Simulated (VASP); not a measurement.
# CdTe (P6/mmm) in VASP: notebook

CdTe is run at these levels: PBE; tasks: single point, relaxation of cell and atoms.

All numbers are computed with VASP 6.6.1; they aren't measurements. Logs are shortened: lines on timing, memory, paths and dates and some standing lists are left out, and cuts for length are marked.

**1. The cell of the first run**

Symmetry: P6/mmm, No. 191, hexagonal system. Conventional cell: a = 3.194 Å, b = 3.194 Å, c = 6.443 Å, α = 90.00°, β = 90.00°, γ = 120.00°. Cd (site symmetry 6/mmm) has 6 Cd at 3.19 Å and 2 Te at 3.22 Å within 4.2 Å. Within 4.2 Å of Te (site symmetry 6/mmm) lie 6 Te at 3.19 Å and 2 Cd at 3.22 Å.

**2. Single point, PBE**

The input, INCAR:

```
SYSTEM = CdTe
PREC     = Accurate       ! precision mode
ENCUT    = 520            ! plane-wave cutoff, eV
EDIFF    = 1E-6           ! SCF threshold, eV
ISMEAR   = 0              ! smearing method
SIGMA    = 0.1            ! smearing width, eV
LREAL    = .FALSE.        ! projectors in reciprocal space
LASPH    = .TRUE.         ! aspherical terms in the spheres
NELM     = 80             ! most SCF steps
ALGO     = Normal         ! electronic algorithm
ISIF     = 2              ! what is computed and relaxed
LWAVE    = .FALSE.        ! write WAVECAR
LCHARG   = .TRUE.         ! write CHGCAR
GGA      = PE             ! functional
LELF     = .TRUE.         ! ELF
LVHAR    = .TRUE.       
NBANDS   = 16             ! bands
```

The input, KPOINTS:

```
Automatic mesh
0
G
  18 18 10
  0 0 0
```

The input, POSCAR:

```
CdTe
1.0
    3.1936146643      0.0000000000      0.0000000000
   -1.5968073321      2.7657514291      0.0000000000
    0.0000000000      0.0000000000      6.4427973281
Cd Te
1 1
Direct
    0.0000000000      0.0000000000      0.5000000000
    0.0000000000      0.0000000000      0.0000000000
```

Potentials or basis: VASP PAW PBE potentials, release 64 (Cd, Te).

Run with:

```
> cat potpaw_PBE.64/Cd/POTCAR potpaw_PBE.64/Te/POTCAR > POTCAR
> mpirun -np 1 vasp_std > vasp.out
```

OUTCAR:

```text
SYSTEM = CdTe
   PREC = Accurate
   ENCUT = 520
   EDIFF = 1E-6
   ISMEAR = 0
   LREAL = .FALSE.
   LASPH = .TRUE.
   NELM = 80
   ISIF = 2
   GGA = PE

 ion  position               nearest neighbor table
   1  0.000  0.000  0.500-   2 3.22   2 3.22
   2  0.000  0.000  0.000-   1 3.22   1 3.22

  LATTYP: Found a hexagonal cell.
 ALAT       =     3.1936146643
 C/A-ratio  =     2.0173997195

  Lattice vectors:

 A1 = (   3.1936146643,   0.0000000000,   0.0000000000)
 A2 = (  -1.5968073321,   2.7657514291,   0.0000000000)
 A3 = (   0.0000000000,   0.0000000000,   6.4427973281)

Analysis of symmetry for initial positions (statically):
=====================================================================
 Subroutine PRICEL returns:
 Original cell was already a primitive cell.

 Routine SETGRP: Setting up the symmetry group for a
 hexagonal supercell.

 Subroutine GETGRP returns: Found 24 space group operations
 (whereof 24 operations were pure point group operations)
 out of a pool of 24 trial point group operations.

The static configuration has the point symmetry D_6h.

Analysis of symmetry for dynamics (positions and initial velocities):
=====================================================================
 Subroutine PRICEL returns:
 Original cell was already a primitive cell.

 Routine SETGRP: Setting up the symmetry group for a
 hexagonal supercell.

 Subroutine GETGRP returns: Found 24 space group operations
 (whereof 24 operations were pure point group operations)
 out of a pool of 24 trial point group operations.

The dynamic configuration has the point symmetry D_6h.

 Subroutine INISYM returns: Found 24 space group operations
 (whereof 24 operations are pure point group operations),
 and found     1 'primitive' translations

----------------------------------------------------------------------------------------

                                     Primitive cell

  volume of cell :      56.9076

  direct lattice vectors                    reciprocal lattice vectors
     3.193614664  0.000000000  0.000000000     0.313124815  0.180782696  0.000000000
    -1.596807332  2.765751429  0.000000000     0.000000000  0.361565392  0.000000000
     0.000000000  0.000000000  6.442797328     0.000000000  0.000000000  0.155212084

  length of vectors
     3.193614664  3.193614664  6.442797328     0.361565392  0.361565392  0.155212084

  position of ions in fractional coordinates (direct lattice)
     0.000000000  0.000000000  0.500000000
     0.000000000  0.000000000  0.000000000

  ion indices of the primitive-cell ions
   primitive index   ion index
                 1           1
                 2           2

----------------------------------------------------------------------------------------

 KPOINTS: Automatic mesh

Automatic generation of k-mesh.
 Grid dimensions read from file:
 generate k-points for:   18   18   10

 Generating k-lattice:

  Cartesian coordinates                     Fractional coordinates (reciprocal lattice)
     0.017395823  0.010043483  0.000000000     0.055555556  0.000000000  0.000000000
     0.000000000  0.020086966  0.000000000     0.000000000  0.055555556  0.000000000
     0.000000000  0.000000000  0.015521208     0.000000000  0.000000000  0.100000000

  Length of vectors
     0.020086966  0.020086966  0.015521208

  Shift w.r.t. Gamma in fractional coordinates (k-lattice)
     0.000000000  0.000000000  0.000000000

 Subroutine IBZKPT returns following result:
 ===========================================

 Found    222 irreducible k-points:

 Following reciprocal coordinates:
            Coordinates               Weight
  0.000000  0.000000  0.000000      1.000000
  0.055556 -0.000000  0.000000      6.000000
  0.111111 -0.000000  0.000000      6.000000
  0.166667  0.000000  0.000000      6.000000
  0.222222  0.000000  0.000000      6.000000
  0.277778  0.000000  0.000000      6.000000
[... 16 lines left out ...]
  0.333333  0.111111  0.000000     12.000000
  0.388889  0.111111  0.000000     12.000000
 [... further k-points ...]
   k-points           NKPTS =    222   k-points in BZ     NKDIM =    222   number of bands    NBANDS=     16
   number of dos      NEDOS =    301   number of ions     NIONS =      2
   total plane-waves  NPLWV =  27648
   dimension x,y,z NGX =    24 NGY =   24 NGZ =   48
   dimension x,y,z NGXF=    48 NGYF=   48 NGZF=   96
   ions per type =               1   1
   NGX,Y,Z   is equivalent  to a cutoff of  12.49, 12.49, 12.39 a.u.
   NGXF,Y,Z  is equivalent  to a cutoff of  24.99, 24.99, 24.77 a.u.
 SYSTEM =  CdTe
   PREC   = accura    normal or accurate (medium, high low for compatibility)
   ISTART =      0    job   : 0-new  1-cont  2-samecut
   ICHARG =      2    charge: 1-file 2-atom 10-const
   ISPIN  =      1    spin polarized calculation?
   LNONCOLLINEAR =      F non collinear calculations
   LSORBIT =      F    spin-orbit coupling
   LASPH  =      T    aspherical Exc in radial PAW
   ENCUT  =  520.0 eV  38.22 Ry    6.18 a.u.   5.94  5.94 11.98*2*pi/ulx,y,z
   NELM   =     80;   NELMIN=  2; NELMDL= -5     # of ELM steps
   EDIFF  = 0.1E-05   stopping-criterion for ELM
   LREAL  =      F    real-space projection
   EDIFFG = 0.1E-04   stopping-criterion for IOM
   NSW    =      0    number of steps for IOM
   IBRION =     -1    ionic relax: 0-MD 1-quasi-New 2-CG
   NFREE  =      0    steps in history (QN), initial steepest desc. (CG)
   ISIF   =      2    stress and relaxation
   ISYM   =      2    0-nonsym 1-usesym 2-fastsym
   POTIM  = 0.5000    time-step for ionic-motion
   TEBEG  =    0.0;   TEEND  =   0.0 temperature during run
   PSTRESS=    0.0 pullay stress
   NELECT =      18.0000    total number of electrons
   NUPDOWN=      -1.0000    fix difference up-down
   EMIN   =  10.00;   EMAX   =-10.00  energy-range for DOS
   EFERMI =   0.00;   METHOD = LEGACY
   ISMEAR =     0;   SIGMA  =   0.10  broadening in eV -4-tet -1-fermi 0-gaus
   EFERMI_NEDOS =   21; number of points for ismear=-14 and -15
   IALGO  =     38    algorithm
   IMIX   =      4    mixing-type and parameters
     AMIX     =   0.40;   BMIX     =  1.00
     AMIX_MAG =   1.60;   BMIX_MAG =  1.00
  volume/ion in A,a.u.               =      28.45       192.02
  Fermi-wavevector in a.u.,A,eV,Ry     =   1.115430  2.107857 16.928150  1.244184
  Thomas-Fermi vector in A             =   2.252035
   LORBIT       =      0    0 simple, 1 ext, 2 COOP (PROOUT), +10 PAW based schemes
   GGA     = PE    functional components
   LHFCALC =     F    Hartree Fock is set to
   AEXX    =    0.0000 exact exchange contribution
   IVDW    =     0    specifies the selected vdW correction
   LEPSILON=     F    determine dielectric tensor
   LRPA    =     F    only Hartree local field effects (RPA)
 non-spin polarized calculation
 Gauss-broadening in eV      SIGMA  =   0.10
  energy-cutoff  :      520.00
  volume of cell :       56.91
 maximum number of plane-waves:      1560
 NGX is ok and might be reduce to    24
   NGX = 11   NGY = 11   NGZ = 23

 number of electron      17.9999997 magnetization

 Free energy of the ion-electron system (eV)
  ---------------------------------------------------
  ext. energy  EPLUGINS =         0.00000000
  ---------------------------------------------------
  free energy    TOTEN  =        -3.73365934 eV

  energy without entropy =       -3.72659156  energy(sigma->0) =       -3.73012545

 E-fermi :   4.4632     XC(G=0):  -9.7781

 val. band max:        4.4400632949   @ k =   0.3333   0.1111   0.5000
 cond. band min:       4.4655598136   @ k =   0.1667   0.0556   0.0000
 fundamental gap:      0.0254965187
 Fermi energy:         4.4632085203

 k-point     1 :       0.0000    0.0000    0.0000
  band No.  band energies     occupation
      1      -9.0345      2.00000
      2      -4.3783      2.00000
      3      -4.1201      2.00000
      4      -4.1201      2.00000
      5      -3.7038      2.00000
      6      -3.7038      2.00000
[... 8 lines left out ...]
     15      15.1521      0.00000
     16      15.9325      0.00000

 k-point     2 :       0.0556   -0.0000    0.0000
  band No.  band energies     occupation
      1      -8.9781      2.00000
      2      -4.3586      2.00000
      3      -4.1270      2.00000
      4      -4.1016      2.00000
      5      -3.7215      2.00000
      6      -3.7068      2.00000
[... 8 lines left out ...]
     15      15.3798      0.00000
     16      17.0064      0.00000

 k-point     3 :       0.1111   -0.0000    0.0000
  band No.  band energies     occupation
      1      -8.8097      2.00000
      2      -4.3117      2.00000
      3      -4.1383      2.00000
      4      -4.0479      2.00000
      5      -3.7709      2.00000
      6      -3.7153      2.00000
[... 8 lines left out ...]
     15      15.8855      0.00000
     16      16.0016      0.00000

 k-point     4 :       0.1667    0.0000    0.0000
  band No.  band energies     occupation
      1      -8.5320      2.00000
      2      -4.2892      2.00000
      3      -4.1104      2.00000
      4      -3.9644      2.00000
      5      -3.8425      2.00000
      6      -3.7282      2.00000
[... 8 lines left out ...]
     15      14.4386      0.00000
     16      16.5704      0.00000
[... 324 lines left out ...]
 k-point    22 :       0.2778    0.1111    0.0000
  band No.  band energies     occupation
      1      -6.9917      2.00000
      2      -4.3559      2.00000
      3      -4.0760      2.00000
      4      -3.8868      2.00000
      5      -3.8052      2.00000
      6      -3.6100      2.00000
[... 8 lines left out ...]
     15      13.0146      0.00000
     16      13.9638      0.00000

 k-point    23 :       0.3333    0.1111    0.0000
  band No.  band energies     occupation
      1      -6.4471      2.00000
      2      -4.4001      2.00000
      3      -4.1239      2.00000
      4      -3.8227      2.00000
      5      -3.7703      2.00000
      6      -3.5556      2.00000
[... 8 lines left out ...]
     15      12.7222      0.00000
     16      13.7759      0.00000

 k-point    24 :       0.3889    0.1111    0.0000
  band No.  band energies     occupation
      1      -5.9967      2.00000
      2      -4.4289      2.00000
      3      -4.1542      2.00000
      4      -3.8341      2.00000
      5      -3.6622      2.00000
      6      -3.5336      2.00000
[... 8 lines left out ...]
     15      12.5687      0.00000
     16      13.8316      0.00000

 [... further k-points ...]
[... 5 lines left out ...]
  --------------------------------------------------------------------------------------
  -------------------------------------------------------------------------------------
  Total        0.0133975      0.0133975      0.0192704      0.0000000      0.0000000      0.0000000
  in kB        0.3771941      0.3771941      0.5425382      0.0000000      0.0000000      0.0000000
  external PRESSURE =       0.4323088 kB  Pullay stress =       0.0000000 kB

 VOLUME and BASIS-vectors are now :
 -----------------------------------------------------------------------------
  energy-cutoff  :      520.00
  volume of cell :       56.91
      direct lattice vectors                 reciprocal lattice vectors
     3.193614664  0.000000000  0.000000000     0.313124815  0.180782696  0.000000000
    -1.596807332  2.765751429  0.000000000     0.000000000  0.361565392  0.000000000
     0.000000000  0.000000000  6.442797328     0.000000000  0.000000000  0.155212084

 POSITION                                       TOTAL-FORCE (eV/Angst)
 -----------------------------------------------------------------------------------
      0.00000      0.00000      3.22140         0.000000      0.000000      0.000000
      0.00000      0.00000      0.00000        -0.000000      0.000000      0.000000
 -----------------------------------------------------------------------------------
    total drift:                                0.000000      0.000000      0.000000

  FREE ENERGIE OF THE ION-ELECTRON SYSTEM (eV)
  ---------------------------------------------------
  free  energy   TOTEN  =        -3.7336593389 eV

  energy  without entropy=       -3.7265915616  energy(sigma->0) =       -3.73012545
```

It took 82 s on 1 thread of Intel Xeon 6975P-C (Granite Rapids), shared host; peak memory 0.33 GiB.

What came out:

- Free energy: -3.7337 eV
- Pressure: 0.0 GPa
- Band gap on the k mesh: zero (band 9 reaches 8.39 eV, above the bottom of band 10 at 3.13 eV)

Levels at points of the mesh, in eV from the Fermi level:
```tsv
k point	band 7	band 8	band 9	band 10	band 11	band 12
(0.00, 0.00, 0.00)	-5.29	-4.76	3.93	3.93	4.61	8.22
(0.50, 0.00, 0.00)	-5.84	-1.79	0.01	0.17	1.04	3.74
(0.00, 0.00, 0.50)	-6.71	-1.50	0.69	3.96	3.96	9.96
(0.50, 0.00, 0.50)	-5.73	-2.30	-0.56	1.09	2.48	4.86
```

Caveat: spin-orbit coupling is left out, which moves the levels of the heavy elements.

**3. Single point, PBE**

The input, INCAR:

```
SYSTEM = CdTe
PREC = Accurate
ENCUT = 520
EDIFF = 1E-6
ISMEAR = 0
SIGMA = 0.1
LREAL = .FALSE.
LASPH = .TRUE.
NELM = 80
ALGO = Normal
ISIF = 2
LWAVE = .FALSE.
LCHARG = .FALSE.
GGA = PE
NBANDS = 16
```

KPOINTS is that of step 2.

Changes to POSCAR since step 2:

```diff
@@ -3,3 +3,3 @@
     3.1936146643      0.0000000000      0.0000000000
-   -1.5968073321      2.7657514291      0.0000000000
+   -1.5968073321      2.7657514292      0.0000000000
     0.0000000000      0.0000000000      6.4427973281
```

Potentials or basis: VASP PAW PBE potentials, release 64 (Cd, Te).

Run with:

```
> cat potpaw_PBE.64/Cd/POTCAR potpaw_PBE.64/Te/POTCAR > POTCAR
> mpirun -np 1 vasp_std > vasp.out
```

OUTCAR:

```text
SYSTEM = CdTe
   PREC = Accurate
   ENCUT = 520
   EDIFF = 1E-6
   ISMEAR = 0
   LREAL = .FALSE.
   LASPH = .TRUE.
   NELM = 80
   ISIF = 2
   GGA = PE

 ion  position               nearest neighbor table
   1  0.000  0.000  0.500-   2 3.22   2 3.22
   2  0.000  0.000  0.000-   1 3.22   1 3.22

  LATTYP: Found a hexagonal cell.
 ALAT       =     3.1936146643
 C/A-ratio  =     2.0173997195

  Lattice vectors:

 A1 = (   3.1936146643,   0.0000000000,   0.0000000000)
 A2 = (  -1.5968073321,   2.7657514292,   0.0000000000)
 A3 = (   0.0000000000,   0.0000000000,   6.4427973281)

Analysis of symmetry for initial positions (statically):
=====================================================================
 Subroutine PRICEL returns:
 Original cell was already a primitive cell.

 Routine SETGRP: Setting up the symmetry group for a
 hexagonal supercell.

 Subroutine GETGRP returns: Found 24 space group operations
 (whereof 24 operations were pure point group operations)
 out of a pool of 24 trial point group operations.

The static configuration has the point symmetry D_6h.

[... 155 lines left out ...]
  ext. energy  EPLUGINS =         0.00000000
  ---------------------------------------------------
  free energy    TOTEN  =        -3.73365934 eV

  energy without entropy =       -3.72659156  energy(sigma->0) =       -3.73012545

 E-fermi :   4.4632     XC(G=0):  -9.7781

 val. band max:        4.4400632944   @ k =   0.3333   0.1111   0.5000
 cond. band min:       4.4655598133   @ k =   0.1667   0.0556   0.0000
 fundamental gap:      0.0254965190
 Fermi energy:         4.4632085199

 k-point     1 :       0.0000    0.0000    0.0000
  band No.  band energies     occupation
      1      -9.0345      2.00000
      2      -4.3783      2.00000
      3      -4.1201      2.00000
      4      -4.1201      2.00000
      5      -3.7038      2.00000
      6      -3.7038      2.00000
[... 433 lines left out ...]
      3      -4.1542      2.00000
      4      -3.8341      2.00000
      5      -3.6622      2.00000
      6      -3.5336      2.00000
[... 8 lines left out ...]
     15      12.5687      0.00000
     16      13.8316      0.00000

 [... further k-points ...]
[... 5 lines left out ...]
  --------------------------------------------------------------------------------------
  -------------------------------------------------------------------------------------
  Total        0.0133975      0.0133975      0.0192704      0.0000000      0.0000000      0.0000000
  in kB        0.3771939      0.3771939      0.5425382      0.0000000      0.0000000      0.0000000
  external PRESSURE =       0.4323087 kB  Pullay stress =       0.0000000 kB

 VOLUME and BASIS-vectors are now :
 -----------------------------------------------------------------------------
  energy-cutoff  :      520.00
  volume of cell :       56.91
      direct lattice vectors                 reciprocal lattice vectors
     3.193614664  0.000000000  0.000000000     0.313124815  0.180782696  0.000000000
    -1.596807332  2.765751429  0.000000000     0.000000000  0.361565392  0.000000000
     0.000000000  0.000000000  6.442797328     0.000000000  0.000000000  0.155212084

 POSITION                                       TOTAL-FORCE (eV/Angst)
 -----------------------------------------------------------------------------------
      0.00000      0.00000      3.22140        -0.000000      0.000000      0.000000
      0.00000      0.00000      0.00000         0.000000      0.000000      0.000000
 -----------------------------------------------------------------------------------
    total drift:                                0.000000      0.000000      0.000000

  FREE ENERGIE OF THE ION-ELECTRON SYSTEM (eV)
  ---------------------------------------------------
  free  energy   TOTEN  =        -3.7336593387 eV

  energy  without entropy=       -3.7265915614  energy(sigma->0) =       -3.73012545
```

OSZICAR:

```text
N       E                     dE             d eps       ncg     rms          rms(c)
DAV:   1     0.939763958480E+02    0.93976E+02   -0.80481E+03  7136   0.977E+02
DAV:   2    -0.967021423779E+00   -0.94943E+02   -0.90249E+02  8760   0.238E+02
DAV:   3    -0.382578749404E+01   -0.28588E+01   -0.28531E+01  8680   0.410E+01
DAV:   4    -0.383844556800E+01   -0.12658E-01   -0.12656E-01  9168   0.285E+00
DAV:   5    -0.383859012435E+01   -0.14456E-03   -0.14456E-03  8864   0.299E-01    0.757E+00
DAV:   6    -0.373480605103E+01    0.10378E+00   -0.20478E-01  7896   0.442E+00    0.442E+00
DAV:   7    -0.373319156990E+01    0.16145E-02   -0.16593E-02  7904   0.904E-01    0.162E+00
DAV:   8    -0.373362166560E+01   -0.43010E-03   -0.23540E-03  8984   0.386E-01    0.133E-01
DAV:   9    -0.373364783168E+01   -0.26166E-04   -0.10854E-04  8512   0.729E-02    0.734E-02
DAV:  10    -0.373365713120E+01   -0.92995E-05   -0.24632E-05  8624   0.339E-02    0.242E-02
DAV:  11    -0.373365947110E+01   -0.23399E-05   -0.55546E-06  8592   0.161E-02    0.346E-03
DAV:  12    -0.373365933874E+01    0.13236E-06   -0.25802E-07  4656   0.422E-03
   1 F= -.37336593E+01 E0= -.37301255E+01  d E =-.706778E-02
```

stdout:

```text
POSCAR found type information on POSCAR CdTe
 POSCAR found :  2 types and       2 ions
 scaLAPACK will be used
 LDA part: xc-table for (Slater+PW92), standard interpolation
 POSCAR, INCAR and KPOINTS ok, starting setup
 FFT: planning ... GRIDC
 FFT: planning ... GRID_SOFT
 FFT: planning ... GRID
 WAVECAR not read
 entering main loop
```

Wall time 85 s (1 thread of Intel Xeon 6975P-C (Granite Rapids), shared host); peak memory 0.33 GiB.

What came out:

| Item | Value |
| --- | --- |
| Free energy | -3.7337 eV |
| Pressure | 0.0 GPa |
| Band gap on the k mesh | zero (band 9 reaches 8.39 eV, above the bottom of band 10 at 3.13 eV) |

Levels at points of the mesh, in eV from the Fermi level:
| k point | band 5 | band 6 | band 7 | band 8 | band 9 | band 10 | band 11 | band 12 | band 13 | band 14 |
| --- | --- | --- | --- | --- | --- | --- | --- | --- | --- | --- |
| (0.00, 0.00, 0.00) | -8.17 | -8.17 | -5.29 | -4.76 | 3.93 | 3.93 | 4.61 | 8.22 | 10.53 | 10.69 |
| (0.50, 0.00, 0.00) | -8.06 | -7.92 | -5.84 | -1.79 | 0.01 | 0.17 | 1.04 | 3.74 | 6.16 | 8.37 |
| (0.00, 0.00, 0.50) | -8.17 | -8.17 | -6.71 | -1.50 | 0.69 | 3.96 | 3.96 | 9.96 | 10.69 | 10.69 |
| (0.50, 0.00, 0.50) | -8.27 | -7.92 | -5.73 | -2.30 | -0.56 | 1.09 | 2.48 | 4.86 | 5.81 | 6.14 |

Caveat: spin-orbit coupling is left out, which moves the levels of the heavy elements.

(Part 1 of 2 ends here.)
